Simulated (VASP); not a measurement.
# CuO (Pm) in VASP: notebook

The runs below take CuO through single point, with PBE.

All numbers are computed with VASP 6.6.1; they aren't measurements. Logs are shortened: lines on timing, memory, paths and dates and some standing lists are left out, and cuts for length are marked.

**1. The cell of the first run**

It takes space group Pm (No. 6, monoclinic). Conventional cell: a = 2.949 Å, b = 5.151 Å, c = 2.949 Å, α = 90.00°, β = 90.16°, γ = 90.00°. Within 2.5 Å of Cu (site symmetry m) lie 4 O at 1.86 to 2.07 Å. Within 2.6 Å of Cu (site symmetry m) lie 4 O at 1.96 Å. Within 2.6 Å of O (site symmetry 1) lie 4 Cu at 1.86 to 2.07 Å and 2 O at 2.58 Å.

**2. Single point, PBE (atom 1 (Cu) moved -0.200 Å along Cartesian [0 1 0])**

INCAR

```
PREC = Accurate ; ENCUT = 520
EDIFF = 1E-7 ; ISMEAR = 0
SIGMA = 0.15 ; LREAL = False
LASPH = True ; NELM = 100
ALGO = Fast ; ISIF = 2
LWAVE = False ; LCHARG = False
GGA = PE ; NBANDS = 25
```

KPOINTS

```
Automatic mesh
0
Gamma
  16 16 10
```

POSCAR

```
CuO
1.0
    2.0821496890     -2.0879424390      0.0000000000
    2.0821496890      2.0879424390      0.0000000000
    0.0000000000      0.0000000000      5.1512621043
Cu O
2 2
Direct
    0.0478940406      0.4521059594      0.0000000000
    0.5000000000      0.0000000000      0.5000000000
    0.5000000000      0.5000000000      0.2500000000
    0.5000000000      0.5000000000      0.7500000000
```

Potentials or basis: VASP PAW PBE potentials, release 64 (Cu, O).

The run is started by

```console
$ cat potpaw_PBE.64/Cu/POTCAR potpaw_PBE.64/O/POTCAR > POTCAR
$ mpirun -np 1 vasp_std > vasp.out
```

OUTCAR:

```text
PREC = Accurate
   ENCUT = 520
   EDIFF = 1E-7
   ISMEAR = 0
   LREAL = False
   LASPH = True
   NELM = 100
   ISIF = 2
   GGA = PE

 ion  position               nearest neighbor table
   1  0.048  0.452  0.000-   3 1.86   4 1.86   3 2.07   4 2.07
   2  0.500  0.000  0.500-   3 1.96   4 1.96   3 1.96   4 1.96
   3  0.500  0.500  0.250-   1 1.86   2 1.96   2 1.96   1 2.07
   4  0.500  0.500  0.750-   1 1.86   2 1.96   2 1.96   1 2.07

  LATTYP: Found a base centered orthorhombic cell.
 ALAT       =     4.1642993780
 B/A-ratio  =     1.0027821006
 C/A-ratio  =     1.2370057089

  Lattice vectors:

 A1 = (   2.0821496890,  -2.0879424390,   0.0000000000)
 A2 = (   2.0821496890,   2.0879424390,   0.0000000000)
 A3 = (   0.0000000000,   0.0000000000,   5.1512621043)

Analysis of symmetry for initial positions (statically):
=====================================================================
 Subroutine PRICEL returns:
 Original cell was already a primitive cell.

 Routine SETGRP: Setting up the symmetry group for a
 base centered orthorhombic supercell.

 Subroutine GETGRP returns: Found  2 space group operations
 (whereof  2 operations were pure point group operations)
 out of a pool of  8 trial point group operations.

The static configuration has the point symmetry C_1h.

Analysis of symmetry for dynamics (positions and initial velocities):
=====================================================================
 Subroutine PRICEL returns:
 Original cell was already a primitive cell.

 Routine SETGRP: Setting up the symmetry group for a
 base centered orthorhombic supercell.

 Subroutine GETGRP returns: Found  2 space group operations
 (whereof  2 operations were pure point group operations)
 out of a pool of  8 trial point group operations.

The dynamic configuration has the point symmetry C_1h.

 Subroutine INISYM returns: Found  2 space group operations
 (whereof  2 operations are pure point group operations),
 and found     1 'primitive' translations

----------------------------------------------------------------------------------------

                                     Primitive cell

  volume of cell :      44.7893

  direct lattice vectors                    reciprocal lattice vectors
     2.082149689 -2.087942439  0.000000000     0.240136433 -0.239470203  0.000000000
     2.082149689  2.087942439  0.000000000     0.240136433  0.239470203  0.000000000
     0.000000000  0.000000000  5.151262104     0.000000000  0.000000000  0.194127183

  length of vectors
     2.948703267  2.948703267  5.151262104     0.339133432  0.339133432  0.194127183

  position of ions in fractional coordinates (direct lattice)
     0.047894041  0.452105959  0.000000000
     0.500000000  1.000000000  0.500000000
     0.500000000  0.500000000  0.250000000
     0.500000000  0.500000000  0.750000000

  ion indices of the primitive-cell ions
   primitive index   ion index
                 1           1
                 2           2
                 3           3
                 4           4

----------------------------------------------------------------------------------------

 KPOINTS: Automatic mesh

Automatic generation of k-mesh.
 Grid dimensions read from file:
 generate k-points for:   16   16   10

 Generating k-lattice:

  Cartesian coordinates                     Fractional coordinates (reciprocal lattice)
     0.015008527 -0.014966888  0.000000000     0.062500000 -0.000000000  0.000000000
     0.015008527  0.014966888  0.000000000    -0.000000000  0.062500000  0.000000000
     0.000000000  0.000000000  0.019412718     0.000000000  0.000000000  0.100000000

  Length of vectors
     0.021195840  0.021195840  0.019412718

  Shift w.r.t. Gamma in fractional coordinates (k-lattice)
     0.000000000  0.000000000  0.000000000

 Subroutine IBZKPT returns following result:
 ===========================================

 Found    780 irreducible k-points:

 Following reciprocal coordinates:
            Coordinates               Weight
  0.000000  0.000000  0.000000      1.000000
  0.062500 -0.000000  0.000000      2.000000
 -0.000000  0.062500  0.000000      2.000000
  0.125000 -0.000000  0.000000      2.000000
 -0.000000  0.125000  0.000000      2.000000
  0.187500 -0.000000  0.000000      2.000000
[... 16 lines left out ...]
  0.250000  0.062500  0.000000      2.000000
  0.062500  0.250000  0.000000      2.000000
 [... further k-points ...]
   k-points           NKPTS =    780   k-points in BZ     NKDIM =    780   number of bands    NBANDS=     25
   number of dos      NEDOS =    301   number of ions     NIONS =      4
   total plane-waves  NPLWV =  23040
   dimension x,y,z NGX =    24 NGY =   24 NGZ =   40
   dimension x,y,z NGXF=    48 NGYF=   48 NGZF=   80
   ions per type =               2   2
   NGX,Y,Z   is equivalent  to a cutoff of  13.53, 13.53, 12.91 a.u.
   NGXF,Y,Z  is equivalent  to a cutoff of  27.06, 27.06, 25.82 a.u.
 SYSTEM =  unknown system
   PREC   = accura    normal or accurate (medium, high low for compatibility)
   ISTART =      0    job   : 0-new  1-cont  2-samecut
   ICHARG =      2    charge: 1-file 2-atom 10-const
   ISPIN  =      1    spin polarized calculation?
   LNONCOLLINEAR =      F non collinear calculations
   LSORBIT =      F    spin-orbit coupling
   LASPH  =      T    aspherical Exc in radial PAW
   ENCUT  =  520.0 eV  38.22 Ry    6.18 a.u.   5.48  5.48  9.58*2*pi/ulx,y,z
   NELM   =    100;   NELMIN=  2; NELMDL= -5     # of ELM steps
   EDIFF  = 0.1E-06   stopping-criterion for ELM
   LREAL  =      F    real-space projection
   EDIFFG = 0.1E-05   stopping-criterion for IOM
   NSW    =      0    number of steps for IOM
   IBRION =     -1    ionic relax: 0-MD 1-quasi-New 2-CG
   NFREE  =      0    steps in history (QN), initial steepest desc. (CG)
   ISIF   =      2    stress and relaxation
   ISYM   =      2    0-nonsym 1-usesym 2-fastsym
   POTIM  = 0.5000    time-step for ionic-motion
   TEBEG  =    0.0;   TEEND  =   0.0 temperature during run
   PSTRESS=    0.0 pullay stress
   NELECT =      34.0000    total number of electrons
   NUPDOWN=      -1.0000    fix difference up-down
   EMIN   =  10.00;   EMAX   =-10.00  energy-range for DOS
   EFERMI =   0.00;   METHOD = LEGACY
   ISMEAR =     0;   SIGMA  =   0.15  broadening in eV -4-tet -1-fermi 0-gaus
   EFERMI_NEDOS =   21; number of points for ismear=-14 and -15
   IALGO  =     68    algorithm
   IMIX   =      4    mixing-type and parameters
     AMIX     =   0.40;   BMIX     =  1.00
     AMIX_MAG =   1.60;   BMIX_MAG =  1.00
  volume/ion in A,a.u.               =      11.20        75.56
  Fermi-wavevector in a.u.,A,eV,Ry     =   1.493401  2.822119 30.344346  2.230246
  Thomas-Fermi vector in A             =   2.605806
   LORBIT       =      0    0 simple, 1 ext, 2 COOP (PROOUT), +10 PAW based schemes
   GGA     = PE    functional components
   LHFCALC =     F    Hartree Fock is set to
   AEXX    =    0.0000 exact exchange contribution
   IVDW    =     0    specifies the selected vdW correction
   LEPSILON=     F    determine dielectric tensor
   LRPA    =     F    only Hartree local field effects (RPA)
 non-spin polarized calculation
 RMM-DIIS sequential band-by-band and
 Gauss-broadening in eV      SIGMA  =   0.15
  energy-cutoff  :      520.00
  volume of cell :       44.79
 maximum number of plane-waves:      1236
 NGX is ok and might be reduce to    24
   NGX = 11   NGY = 11   NGZ = 19

 number of electron      33.9999998 magnetization

 Free energy of the ion-electron system (eV)
  ---------------------------------------------------
  ext. energy  EPLUGINS =         0.00000000
  ---------------------------------------------------
  free energy    TOTEN  =       -19.55798453 eV

  energy without entropy =      -19.53241446  energy(sigma->0) =      -19.54519950

 E-fermi :   4.7489     XC(G=0): -11.2558

 val. band max:        4.7486661532   @ k =   0.3750   0.0625   0.1000
 cond. band min:       4.7493105757   @ k =  -0.0000   0.3750  -0.1000
 fundamental gap:      0.0006444225
 Fermi energy:         4.7488572327

 k-point     1 :       0.0000    0.0000    0.0000
  band No.  band energies     occupation
      1     -14.9525      2.00000
      2     -13.6777      2.00000
      3      -3.2285      2.00000
      4      -0.6333      2.00000
      5      -0.5845      2.00000
      6       0.9261      2.00000
[... 17 lines left out ...]
     24      19.5686      0.00000
     25      19.5977      0.00000

 k-point     2 :       0.0625   -0.0000    0.0000
  band No.  band energies     occupation
      1     -14.9329      2.00000
      2     -13.6714      2.00000
      3      -3.1937      2.00000
      4      -0.6535      2.00000
      5      -0.5724      2.00000
      6       0.6780      2.00000
[... 17 lines left out ...]
     24      19.5899      0.00000
     25      19.8530      0.00000

 k-point     3 :      -0.0000    0.0625    0.0000
  band No.  band energies     occupation
      1     -14.9325      2.00000
      2     -13.6716      2.00000
      3      -3.1928      2.00000
      4      -0.6637      2.00000
      5      -0.5633      2.00000
      6       0.7230      2.00000
[... 17 lines left out ...]
     24      19.4329      0.00000
     25      19.6049      0.00000

 k-point     4 :       0.1250   -0.0000    0.0000
  band No.  band energies     occupation
      1     -14.8762      2.00000
      2     -13.6534      2.00000
      3      -3.0932      2.00000
      4      -0.7007      2.00000
      5      -0.5434      2.00000
      6       0.1998      2.00000
[... 17 lines left out ...]
     24      19.3106      0.00000
     25      19.6233      0.00000
[... 477 lines left out ...]
 k-point    22 :       0.0625    0.1875    0.0000
  band No.  band energies     occupation
      1     -14.7666      2.00000
      2     -13.6224      2.00000
      3      -2.8942      2.00000
      4      -0.7987      2.00000
      5      -0.4664      2.00000
      6      -0.3552      2.00000
[... 17 lines left out ...]
     24      18.7159      0.00000
     25      19.6643      0.00000

 k-point    23 :       0.2500    0.0625    0.0000
  band No.  band energies     occupation
      1     -14.6641      2.00000
      2     -13.5887      2.00000
      3      -2.7120      2.00000
      4      -0.9265      2.00000
      5      -0.8066      2.00000
      6      -0.4419      2.00000
[... 17 lines left out ...]
     24      18.9439      0.00000
     25      19.3736      0.00000

 k-point    24 :       0.0625    0.2500    0.0000
  band No.  band energies     occupation
      1     -14.6590      2.00000
      2     -13.5917      2.00000
      3      -2.6980      2.00000
      4      -0.9382      2.00000
      5      -0.8401      2.00000
      6      -0.4233      2.00000
[... 17 lines left out ...]
     24      18.7775      0.00000
     25      19.4379      0.00000

 [... further k-points ...]

------------------------ aborting loop because EDIFF is reached ----------------------------------------

  FORCE on cell =-STRESS in cart. coord.  units (eV):
  Direction    XX          YY          ZZ          XY          YZ          ZX
  --------------------------------------------------------------------------------------
  -------------------------------------------------------------------------------------
  Total        0.6730746      0.1436654      1.0674097     -0.4366464      0.0000000      0.0000000
  in kB       24.0768492      5.1391195     38.1827866    -15.6194705      0.0000000      0.0000000
  external PRESSURE =      22.4662518 kB  Pullay stress =       0.0000000 kB

 VOLUME and BASIS-vectors are now :
 -----------------------------------------------------------------------------
  energy-cutoff  :      520.00
  volume of cell :       44.79
      direct lattice vectors                 reciprocal lattice vectors
     2.082149689 -2.087942439  0.000000000     0.240136433 -0.239470203  0.000000000
     2.082149689  2.087942439  0.000000000     0.240136433  0.239470203  0.000000000
     0.000000000  0.000000000  5.151262104     0.000000000  0.000000000  0.194127183

 POSITION                                       TOTAL-FORCE (eV/Angst)
 -----------------------------------------------------------------------------------
      1.04107      0.84397      0.00000        -1.004829      1.809871      0.000000
      1.04107     -1.04397      2.57563         0.007287     -0.062542      0.000000
      2.08215      0.00000      1.28782         0.498771     -0.873665      0.336391
      2.08215      0.00000      3.86345         0.498771     -0.873665     -0.336391
 -----------------------------------------------------------------------------------
    total drift:                               -0.000370      0.001607     -0.000001

  FREE ENERGIE OF THE ION-ELECTRON SYSTEM (eV)
  ---------------------------------------------------
  free  energy   TOTEN  =       -19.5579845295 eV

  energy  without entropy=      -19.5324144616  energy(sigma->0) =      -19.54519950
```

Wall time 29 min (1 thread of Oxide Virtual Turin-like, shared host); peak memory 0.71 GiB.

What came out:

```yaml
Free_energy: -19.5580 eV
Pressure: 2.2 GPa
Largest_force: 2.070 eV/Å
Band_gap_on_the_k_mesh: zero (bands 17 and 18 overlap by 1.07 eV)
```

Forces in eV/Å, atoms in the order of the input:
```
Cu  -1.005  1.810  0.000
Cu   0.007 -0.063  0.000
O    0.499 -0.874  0.336
O    0.499 -0.874 -0.336
```

Caveat: the cell differs from its parent crystal (atom 1 (Cu) moved -0.200 Å along Cartesian [0 1 0]); semilocal functionals often make such compounds metallic where correlation or magnetic order opens a gap, which also shifts bond lengths; forces of over 1 eV/Å act on the atoms, so gaps and moduli don't describe the material at rest.

**3. Single point, PBE (atom 1 (Cu) moved +0.133 Å along Cartesian [0 1 0])**

INCAR

```
SYSTEM = CuO
ALGO = Fast
EDIFF = 1E-6
ENCUT = 520
GGA = PE
ISIF = 2
ISMEAR = 0
LASPH = .True.
LCHARG = .False.
LREAL = .False.
LWAVE = .False.
NBANDS = 25
NELM = 80
PREC = Accurate
SIGMA = 0.15
```

KPOINTS

```
k-points
0
Gamma
  16 16 10
  0 0 0
```

Edit POSCAR of step 2 so:

```diff
@@ -8,3 +8,3 @@
 Direct
-    0.0478940406      0.4521059594      0.0000000000
+   -0.0319213781      0.5319213781      0.0000000000
     0.5000000000      0.0000000000      0.5000000000
```

Potentials or basis: VASP PAW PBE potentials, release 64 (Cu, O).

The run is started by

```console
$ cat potpaw_PBE.64/Cu/POTCAR potpaw_PBE.64/O/POTCAR > POTCAR
$ mpirun -np 1 vasp_std > vasp.out
```

Run time: 28 min. Hardware: 1 thread of Oxide Virtual Turin-like, shared host; peak memory 0.71 GiB.

Results (log left out):

```
Free energy            : -19.6601 eV
Pressure               : 1.5 GPa
Largest force          : 1.409 eV/Å
Band gap on the k mesh : zero (bands 17 and 18 overlap by 1.13 eV)
```

Forces in eV/Å, atoms in the order of the input:
```
Cu   0.661 -1.244  0.000
Cu  -0.003  0.044  0.000
O   -0.329  0.600  0.151
O   -0.329  0.600 -0.151
```

Stress tensor (GPa, compression positive):
```
 1.47 -0.71  0.00
-0.71  0.59  0.00
 0.00  0.00  2.33
```

Levels at points of the mesh, in eV from the Fermi level:
```csv
k point,band 13,band 14,band 15,band 16,band 17,band 18,band 19,band 20,band 21,band 22
"(0.00, 0.00, 0.00)",-2.34,-2.25,-2.18,-1.85,0.63,0.66,1.37,6.12,7.22,12.96
"(0.50, 0.00, 0.00)",-2.27,-1.84,-1.59,-1.48,0.18,0.52,3.76,5.78,6.43,10.91
"(0.00, 0.50, 0.00)",-2.27,-1.87,-1.59,-1.38,0.13,0.52,3.75,5.84,6.40,10.84
"(0.50, 0.50, 0.00)",-2.34,-2.33,-1.61,-1.22,-1.20,1.12,2.18,7.21,9.68,9.81
"(0.00, 0.00, 0.50)",-2.27,-2.27,-1.54,-1.44,0.08,0.12,3.40,3.46,11.58,11.65
"(0.50, 0.00, 0.50)",-2.37,-2.26,-2.00,-1.81,-0.17,0.65,4.36,5.80,8.27,8.62
"(0.00, 0.50, 0.50)",-2.37,-2.26,-2.01,-1.81,-0.18,0.63,4.34,5.84,8.28,8.55
"(0.50, 0.50, 0.50)",-1.90,-1.86,-1.43,-1.42,-0.50,-0.50,4.01,4.04,10.28,10.37
```

Caveat: the cell differs from its parent crystal (atom 1 (Cu) moved +0.133 Å along Cartesian [0 1 0]); semilocal functionals often make such compounds metallic where correlation or magnetic order opens a gap, which also shifts bond lengths; forces of over 1 eV/Å act on the atoms, so gaps and moduli don't describe the material at rest.
